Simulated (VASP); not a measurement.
# Sn3H (Im-3m) in VASP: notebook

The runs below take Sn3H through single point, relaxation of cell and atoms, with PBE.

Program: VASP 6.6.1. These are calculated values, not measurements. Logs are shortened: lines on timing, memory, paths and dates and some standing lists are left out, and cuts for length are marked.

## 1. The cell of the first run

The structure is cubic, space group Im-3m (No. 229). The conventional cell has a = 5.939 Å, b = 5.939 Å, c = 5.939 Å, α = 90.00°, β = 90.00°, γ = 90.00°. Within 3.9 Å of Sn (site symmetry 4/mmm) lie 4 Sn at 2.97 Å and 2 H at 2.97 Å. Within 3.9 Å of H (site symmetry m-3m) lie 6 Sn at 2.97 Å.

## 2. Single point, PBE

The input, INCAR:

```
ALGO = Normal
EDIFF = 1E-6
ENCUT = 520
GGA = PE
ISIF = 2
ISMEAR = 0
LASPH = T
LCHARG = F
LREAL = F
LWAVE = F
NBANDS = 30
NELM = 80
PREC = Accurate
SIGMA = 0.1
```

The input, KPOINTS:

```
k-points
0
Gamma
  12 12 12
```

The input, POSCAR:

```
Sn3H
1.0
   -2.9695025313      2.9695025313      2.9695025313
    2.9695025313     -2.9695025313      2.9695025313
    2.9695025313      2.9695025313     -2.9695025313
Sn H
3 1
Direct
    0.0000000000      0.5000000000      0.5000000000
    0.5000000000      0.0000000000      0.5000000000
    0.5000000000      0.5000000000      0.0000000000
    0.0000000000      0.0000000000      0.0000000000
```

Potentials or basis: VASP PAW PBE potentials, release 64 (Sn_d, H).

Started as:

```console
$ cat potpaw_PBE.64/Sn_d/POTCAR potpaw_PBE.64/H/POTCAR > POTCAR
$ mpirun -np 1 vasp_std > vasp.out
```

OUTCAR:

```text
EDIFF = 1E-6
   ENCUT = 520
   GGA = PE
   ISIF = 2
   ISMEAR = 0
   LASPH = T
   LREAL = F
   NELM = 80
   PREC = Accurate

 ion  position               nearest neighbor table
   1  0.000  0.500  0.500-   2 2.97   3 2.97   3 2.97   2 2.97
   2  0.500  0.000  0.500-   1 2.97   3 2.97   3 2.97   1 2.97
   3  0.500  0.500  0.000-   1 2.97   2 2.97   2 2.97   1 2.97
   4  0.000  0.000  0.000-

  LATTYP: Found a body centered cubic cell.
 ALAT       =     5.9390050626

  Lattice vectors:

 A1 = (  -2.9695025313,   2.9695025313,   2.9695025313)
 A2 = (   2.9695025313,  -2.9695025313,   2.9695025313)
 A3 = (   2.9695025313,   2.9695025313,  -2.9695025313)

Analysis of symmetry for initial positions (statically):
=====================================================================
 Subroutine PRICEL returns:
 Original cell was already a primitive cell.

 Routine SETGRP: Setting up the symmetry group for a
 body centered cubic supercell.

 Subroutine GETGRP returns: Found 48 space group operations
 (whereof 48 operations were pure point group operations)
 out of a pool of 48 trial point group operations.

The static configuration has the point symmetry O_h .

Analysis of symmetry for dynamics (positions and initial velocities):
=====================================================================
 Subroutine PRICEL returns:
 Original cell was already a primitive cell.

 Routine SETGRP: Setting up the symmetry group for a
 body centered cubic supercell.

 Subroutine GETGRP returns: Found 48 space group operations
 (whereof 48 operations were pure point group operations)
 out of a pool of 48 trial point group operations.

The dynamic configuration has the point symmetry O_h .

 Subroutine INISYM returns: Found 48 space group operations
 (whereof 48 operations are pure point group operations),
 and found     1 'primitive' translations

----------------------------------------------------------------------------------------

                                     Primitive cell

  volume of cell :     104.7396

  direct lattice vectors                    reciprocal lattice vectors
    -2.969502531  2.969502531  2.969502531     0.000000000  0.168378371  0.168378371
     2.969502531 -2.969502531  2.969502531     0.168378371  0.000000000  0.168378371
     2.969502531  2.969502531 -2.969502531     0.168378371  0.168378371  0.000000000

  length of vectors
     5.143329257  5.143329257  5.143329257     0.238122976  0.238122976  0.238122976

  position of ions in fractional coordinates (direct lattice)
     0.000000000  0.500000000  0.500000000
     0.500000000  0.000000000  0.500000000
     0.500000000  0.500000000  0.000000000
     0.000000000  0.000000000  0.000000000

  ion indices of the primitive-cell ions
   primitive index   ion index
                 1           1
                 2           2
                 3           3
                 4           4

----------------------------------------------------------------------------------------

 KPOINTS: k-points

Automatic generation of k-mesh.
 Grid dimensions read from file:
 generate k-points for:   12   12   12

 Generating k-lattice:

  Cartesian coordinates                     Fractional coordinates (reciprocal lattice)
     0.000000000  0.014031531  0.014031531     0.083333333  0.000000000  0.000000000
     0.014031531  0.000000000  0.014031531     0.000000000  0.083333333  0.000000000
     0.014031531  0.014031531  0.000000000     0.000000000  0.000000000  0.083333333

  Length of vectors
     0.019843581  0.019843581  0.019843581

  Shift w.r.t. Gamma in fractional coordinates (k-lattice)
     0.000000000  0.000000000  0.000000000

 Subroutine IBZKPT returns following result:
 ===========================================

 Found     72 irreducible k-points:

 Following reciprocal coordinates:
            Coordinates               Weight
  0.000000  0.000000  0.000000      1.000000
  0.083333  0.000000  0.000000     12.000000
  0.166667  0.000000  0.000000     12.000000
  0.250000  0.000000  0.000000     12.000000
  0.333333  0.000000  0.000000     12.000000
  0.416667  0.000000  0.000000     12.000000
[... 16 lines left out ...]
  0.333333  0.083333  0.083333     24.000000
  0.416667  0.083333  0.083333     12.000000
 [... further k-points ...]
   k-points           NKPTS =     72   k-points in BZ     NKDIM =     72   number of bands    NBANDS=     30
   number of dos      NEDOS =    301   number of ions     NIONS =      4
   total plane-waves  NPLWV =  64000
   dimension x,y,z NGX =    40 NGY =   40 NGZ =   40
   dimension x,y,z NGXF=    80 NGYF=   80 NGZF=   80
   ions per type =               3   1
   NGX,Y,Z   is equivalent  to a cutoff of  12.93, 12.93, 12.93 a.u.
   NGXF,Y,Z  is equivalent  to a cutoff of  25.86, 25.86, 25.86 a.u.
 SYSTEM =  unknown system
   PREC   = accura    normal or accurate (medium, high low for compatibility)
   ISTART =      0    job   : 0-new  1-cont  2-samecut
   ICHARG =      2    charge: 1-file 2-atom 10-const
   ISPIN  =      1    spin polarized calculation?
   LNONCOLLINEAR =      F non collinear calculations
   LSORBIT =      F    spin-orbit coupling
   LASPH  =      T    aspherical Exc in radial PAW
   ENCUT  =  520.0 eV  38.22 Ry    6.18 a.u.   9.56  9.56  9.56*2*pi/ulx,y,z
   NELM   =     80;   NELMIN=  2; NELMDL= -5     # of ELM steps
   EDIFF  = 0.1E-05   stopping-criterion for ELM
   LREAL  =      F    real-space projection
   EDIFFG = 0.1E-04   stopping-criterion for IOM
   NSW    =      0    number of steps for IOM
   IBRION =     -1    ionic relax: 0-MD 1-quasi-New 2-CG
   NFREE  =      0    steps in history (QN), initial steepest desc. (CG)
   ISIF   =      2    stress and relaxation
   ISYM   =      2    0-nonsym 1-usesym 2-fastsym
   POTIM  = 0.5000    time-step for ionic-motion
   TEBEG  =    0.0;   TEEND  =   0.0 temperature during run
   PSTRESS=    0.0 pullay stress
   NELECT =      43.0000    total number of electrons
   NUPDOWN=      -1.0000    fix difference up-down
   EMIN   =  10.00;   EMAX   =-10.00  energy-range for DOS
   EFERMI =   0.00;   METHOD = LEGACY
   ISMEAR =     0;   SIGMA  =   0.10  broadening in eV -4-tet -1-fermi 0-gaus
   EFERMI_NEDOS =   21; number of points for ismear=-14 and -15
   IALGO  =     38    algorithm
   IMIX   =      4    mixing-type and parameters
     AMIX     =   0.40;   BMIX     =  1.00
     AMIX_MAG =   1.60;   BMIX_MAG =  1.00
  volume/ion in A,a.u.               =      26.18       176.70
  Fermi-wavevector in a.u.,A,eV,Ry     =   1.216729  2.299285 20.142474  1.480430
  Thomas-Fermi vector in A             =   2.352073
   LORBIT       =      0    0 simple, 1 ext, 2 COOP (PROOUT), +10 PAW based schemes
   GGA     = PE    functional components
   LHFCALC =     F    Hartree Fock is set to
   AEXX    =    0.0000 exact exchange contribution
   IVDW    =     0    specifies the selected vdW correction
   LEPSILON=     F    determine dielectric tensor
   LRPA    =     F    only Hartree local field effects (RPA)
 non-spin polarized calculation
 Gauss-broadening in eV      SIGMA  =   0.10
  energy-cutoff  :      520.00
  volume of cell :      104.74
 maximum number of plane-waves:      2837
 NGX is ok and might be reduce to    40
   NGX = 19   NGY = 19   NGZ = 19

 number of electron      42.9999974 magnetization

 Free energy of the ion-electron system (eV)
  ---------------------------------------------------
  ext. energy  EPLUGINS =         0.00000000
  ---------------------------------------------------
  free energy    TOTEN  =       -12.70540606 eV

  energy without entropy =      -12.69311062  energy(sigma->0) =      -12.69925834

 E-fermi :   5.7756     XC(G=0):  -9.2842

 val. band max:        5.7744379170   @ k =   0.1667   0.0000   0.0000
 cond. band min:       5.7792474869   @ k =   0.4167   0.0833   0.0000
 fundamental gap:      0.0048095699
 Fermi energy:         5.7755794123

 k-point     1 :       0.0000    0.0000    0.0000
  band No.  band energies     occupation
      1     -16.2757      2.00000
      2     -16.2757      2.00000
      3     -16.1787      2.00000
      4     -16.1324      2.00000
      5     -16.1324      2.00000
      6     -16.1324      2.00000
[... 22 lines left out ...]
     29      13.0627      0.00000
     30      13.0627      0.00000

 k-point     2 :       0.0833    0.0000    0.0000
  band No.  band energies     occupation
      1     -16.2728      2.00000
      2     -16.2673      2.00000
      3     -16.1760      2.00000
      4     -16.1303      2.00000
      5     -16.1300      2.00000
      6     -16.1284      2.00000
[... 22 lines left out ...]
     29      12.5192      0.00000
     30      12.6057      0.00000

 k-point     3 :       0.1667    0.0000    0.0000
  band No.  band energies     occupation
      1     -16.2653      2.00000
      2     -16.2431      2.00000
      3     -16.1673      2.00000
      4     -16.1240      2.00000
      5     -16.1230      2.00000
      6     -16.1168      2.00000
[... 22 lines left out ...]
     29      11.5020      0.00000
     30      11.8293      0.00000

 k-point     4 :       0.2500    0.0000    0.0000
  band No.  band energies     occupation
      1     -16.2561      2.00000
      2     -16.2047      2.00000
      3     -16.1512      2.00000
      4     -16.1144      2.00000
      5     -16.1123      2.00000
      6     -16.0988      2.00000
[... 22 lines left out ...]
     29      10.7194      0.00000
     30      11.8813      0.00000

 k-point     5 :       0.3333    0.0000    0.0000
  band No.  band energies     occupation
      1     -16.2483      2.00000
      2     -16.1555      2.00000
      3     -16.1268      2.00000
      4     -16.1034      2.00000
      5     -16.0996      2.00000
      6     -16.0771      2.00000
[... 22 lines left out ...]
     29      11.6379      0.00000
     30      12.8091      0.00000
[... 526 lines left out ...]
     29      11.1365      0.00000
     30      11.7596      0.00000

 k-point    22 :       0.2500    0.0833    0.0833
  band No.  band energies     occupation
      1     -16.2213      2.00000
      2     -16.1548      2.00000
      3     -16.1267      2.00000
      4     -16.0950      2.00000
      5     -16.0915      2.00000
      6     -16.0760      2.00000
[... 22 lines left out ...]
     29      11.8800      0.00000
     30      12.5760      0.00000

 k-point    23 :       0.3333    0.0833    0.0833
  band No.  band energies     occupation
      1     -16.2158      2.00000
      2     -16.1014      2.00000
      3     -16.0966      2.00000
      4     -16.0846      2.00000
      5     -16.0793      2.00000
      6     -16.0553      2.00000
[... 22 lines left out ...]
     29      12.3976      0.00000
     30      12.7695      0.00000

 k-point    24 :       0.4167    0.0833    0.0833
  band No.  band energies     occupation
      1     -16.2141      2.00000
      2     -16.0804      2.00000
      3     -16.0740      2.00000
      4     -16.0718      2.00000
      5     -16.0664      2.00000
      6     -16.0468      2.00000
[... 22 lines left out ...]
     29      12.2519      0.00000
     30      12.6617      0.00000

 [... further k-points ...]
[... 5 lines left out ...]
  --------------------------------------------------------------------------------------
  -------------------------------------------------------------------------------------
  Total       -0.0252858     -0.0252858     -0.0252858      0.0000000      0.0000000      0.0000000
  in kB       -0.3867906     -0.3867906     -0.3867906      0.0000000      0.0000000      0.0000000
  external PRESSURE =      -0.3867906 kB  Pullay stress =       0.0000000 kB

 VOLUME and BASIS-vectors are now :
 -----------------------------------------------------------------------------
  energy-cutoff  :      520.00
  volume of cell :      104.74
      direct lattice vectors                 reciprocal lattice vectors
    -2.969502531  2.969502531  2.969502531     0.000000000  0.168378371  0.168378371
     2.969502531 -2.969502531  2.969502531     0.168378371  0.000000000  0.168378371
     2.969502531  2.969502531 -2.969502531     0.168378371  0.168378371  0.000000000

 POSITION                                       TOTAL-FORCE (eV/Angst)
 -----------------------------------------------------------------------------------
      2.96950      0.00000      0.00000        -0.000000      0.000000      0.000000
      0.00000      2.96950      0.00000         0.000000     -0.000000     -0.000000
      0.00000      0.00000      2.96950        -0.000000      0.000000      0.000000
      0.00000      0.00000      0.00000         0.000000     -0.000000     -0.000000
 -----------------------------------------------------------------------------------
    total drift:                               -0.000000     -0.000000      0.000000

  FREE ENERGIE OF THE ION-ELECTRON SYSTEM (eV)
  ---------------------------------------------------
  free  energy   TOTEN  =       -12.7054060631 eV

  energy  without entropy=      -12.6931106201  energy(sigma->0) =      -12.69925834
```

Run time: 2.7 min. Hardware: 1 thread of Intel Xeon 6975P-C, shared host; peak memory 0.35 GiB.

What came out:

| Property | Result |
| --- | --- |
| Free energy | -12.7054 eV |
| Pressure | 0.0 GPa |

Caveat: spin-orbit coupling is left out, which moves the levels of the heavy elements.

## 3. Relaxation of cell and atoms, PBE

This run uses another cell than the first one, of 26.24 Å³/atom, 1.002 times its volume.

The input, INCAR:

```
PREC = Accurate
ENCUT = 600
EDIFF = 1E-6
ISMEAR = 0
SIGMA = 0.1
LREAL = F
LASPH = T
NELM = 100
ALGO = Normal
ISIF = 3
LWAVE = F
LCHARG = F
GGA = PE
IBRION = 2
NSW = 100
EDIFFG = -0.01
```

The input, KPOINTS:

```
regular mesh
0
Gamma
  12 12 12
```

The input, POSCAR:

```
Sn3H
1.0
   -2.9717411012      2.9717411012      2.9717411012
    2.9717411012     -2.9717411012      2.9717411012
    2.9717411012      2.9717411012     -2.9717411012
Sn H
3 1
Direct
    0.0000000000      0.5000000000      0.5000000000
    0.5000000000      0.0000000000      0.5000000000
    0.5000000000      0.5000000000      0.0000000000
    0.0000000000      0.0000000000      0.0000000000
```

Potentials or basis: VASP PAW PBE potentials, release 64 (Sn_d, H).

Started as:

```console
$ cat potpaw_PBE.64/Sn_d/POTCAR potpaw_PBE.64/H/POTCAR > POTCAR
$ mpirun -np 1 vasp_std > vasp.out
```

OUTCAR:

```text
PREC = Accurate
   ENCUT = 600
   EDIFF = 1E-6
   ISMEAR = 0
   LREAL = F
   LASPH = T
   NELM = 100
   ISIF = 3
   GGA = PE
   IBRION = 2
   NSW = 100
   EDIFFG = -0.01

 ion  position               nearest neighbor table
   1  0.000  0.500  0.500-   2 2.97   3 2.97   3 2.97   2 2.97
   2  0.500  0.000  0.500-   1 2.97   3 2.97   3 2.97   1 2.97
   3  0.500  0.500  0.000-   1 2.97   2 2.97   2 2.97   1 2.97
   4  0.000  0.000  0.000-

  LATTYP: Found a body centered cubic cell.
 ALAT       =     5.9434822024

  Lattice vectors:
[... 911 lines left out ...]

 [... further k-points ...]
[... 5 lines left out ...]
  --------------------------------------------------------------------------------------
  -------------------------------------------------------------------------------------
  Total        0.0184971      0.0184971      0.0184971      0.0000000      0.0000000      0.0000000
  in kB        0.2828091      0.2828091      0.2828091      0.0000000      0.0000000      0.0000000
  external PRESSURE =       0.2828091 kB  Pullay stress =       0.0000000 kB

 VOLUME and BASIS-vectors are now :
 -----------------------------------------------------------------------------
  energy-cutoff  :      600.00
  volume of cell :      104.79
      direct lattice vectors                 reciprocal lattice vectors
    -2.969983048  2.969983048  2.969983048     0.000000000  0.168351129  0.168351129
     2.969983048 -2.969983048  2.969983048     0.168351129  0.000000000  0.168351129
     2.969983048  2.969983048 -2.969983048     0.168351129  0.168351129  0.000000000

 POSITION                                       TOTAL-FORCE (eV/Angst)
 -----------------------------------------------------------------------------------
      0.00000      2.96998      2.96998         0.000000      0.000000     -0.000000
      0.00000      2.96998      0.00000        -0.000000     -0.000000     -0.000000
      0.00000      0.00000      2.96998         0.000000     -0.000000     -0.000000
      2.96998      2.96998      2.96998        -0.000000      0.000000      0.000000
 -----------------------------------------------------------------------------------
    total drift:                               -0.000000     -0.000000      0.000000

  FREE ENERGIE OF THE ION-ELECTRON SYSTEM (eV)
  ---------------------------------------------------
  free  energy   TOTEN  =       -12.7056775764 eV

  energy  without entropy=      -12.6933702206  energy(sigma->0) =      -12.69952390

 reached required accuracy - stopping structural energy minimisation
```

It took 4.4 min on 1 thread of Intel Xeon 6975P-C, shared host; peak memory 0.39 GiB.

Results:

```
Free energy                            : -12.7057 eV
Relaxed volume                         : 26.20 Å³/atom
Relaxed cell                           : a = 5.144 Å, b = 5.144 Å, c = 5.144 Å, α = 109.47°, β = 109.47°, γ = 109.47°
Space group after relaxing (to 0.05 Å) : Im-3m (No. 229)
Energy gained by relaxing              : 0.0 meV/atom
Ionic steps                            : 2
Pressure after relaxing                : 0.0 GPa
```

Final structure:
```xyz
4
Lattice="-2.9700 2.9700 2.9700 2.9700 -2.9700 2.9700 2.9700 2.9700 -2.9700" Properties=species:S:1:pos:R:3 pbc="T T T"
Sn    0.0000    2.9700    2.9700
Sn    0.0000    2.9700    0.0000
Sn    0.0000    0.0000    2.9700
H     2.9700    2.9700    2.9700
```

Caveat: spin-orbit coupling is left out, which moves the levels of the heavy elements.
